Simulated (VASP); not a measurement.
A run of VASP 6.6.1 is set up as follows.

File INCAR:

```
SYSTEM = Y
ALGO = Normal
EDIFF = 1E-8
ENCUT = 520
GGA = CA
ISIF = 2
ISMEAR = -1
LASPH = .TRUE.
LCHARG = .FALSE.
LEFG = .TRUE.
LREAL = .FALSE.
LWAVE = .FALSE.
NBANDS = 12
NELM = 100
PREC = Accurate
SIGMA = 0.05
```

KPOINTS

```
k-points
0
G
  13 13 13
  0 0 0
```

POSCAR

```
Y
1.0
    0.0000000000      2.4932558746      2.4932558746
    2.4932558746      0.0000000000      2.4932558746
    2.4932558746      2.4932558746      0.0000000000
Y
1
Direct
    0.0000000000      0.0000000000      0.0000000000
```

Potentials or basis: VASP PAW LDA potentials, release 64 (Y_sv).

Launch:

```bash
$ cat potpaw_LDA.64/Y_sv/POTCAR > POTCAR
$ mpirun -np 1 vasp_std > vasp.out
```

Task: Estimate the pressure.

Result: -2.2 GPa.

Caveat: without QUAD_EFG the Cq values of the log hold for a quadrupole moment of 1 mb, not for the nuclei.
